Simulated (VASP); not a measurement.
Input of a VASP 6.6.1 run:

Contents of INCAR:

```
  PREC = Accurate
  ENCUT = 520
  EDIFF = 1E-6
  ISMEAR = 0
  SIGMA = 0.05
  LREAL = F
  LASPH = T
  NELM = 100
  ALGO = Normal
  ISIF = 2
  LWAVE = F
  LCHARG = T
  GGA = PE
  LELF = T
  LVHAR = T
  NBANDS = 27
```

File KPOINTS:

```
Automatic mesh
0
Gamma
  8 8 8
```

The input POSCAR:

```
KTaO3
1.0
    3.8885925000      0.0000000000      0.0000000000
    0.0000000000      3.8885925000      0.0000000000
    0.0000000000      0.0000000000      4.0880075000
K Ta O
1 1 3
Direct
    0.5000000000      0.5000000000      0.5000000000
    0.0000000000      0.0000000000      0.0000000000
    0.5000000000      0.0000000000      0.0000000000
    0.0000000000      0.5000000000      0.0000000000
    0.0000000000      0.0000000000      0.5000000000
```

Potentials or basis: VASP PAW PBE potentials, release 64 (K_sv, Ta_pv, O).

Launch:

```console
$ cat potpaw_PBE.64/K_sv/POTCAR potpaw_PBE.64/Ta_pv/POTCAR potpaw_PBE.64/O/POTCAR > POTCAR
$ mpirun -np 1 vasp_std > vasp.out
```

Q: Estimate the pressure.

A: 13.0 GPa.

Q: Predict the band gap on the k mesh.

A: 2.17 eV (least direct gap 2.74 eV).

Stress tensor (GPa, compression positive):
```
19.76  0.00  0.00
 0.00 19.76  0.00
 0.00  0.00 -0.40
```

Caveat: the cell differs from its parent crystal (strain -0.025 along x and y, +0.025 along z); the cell stands under pressure; spin-orbit coupling is left out, which moves the levels of the heavy elements. A k mesh can miss the band edges.
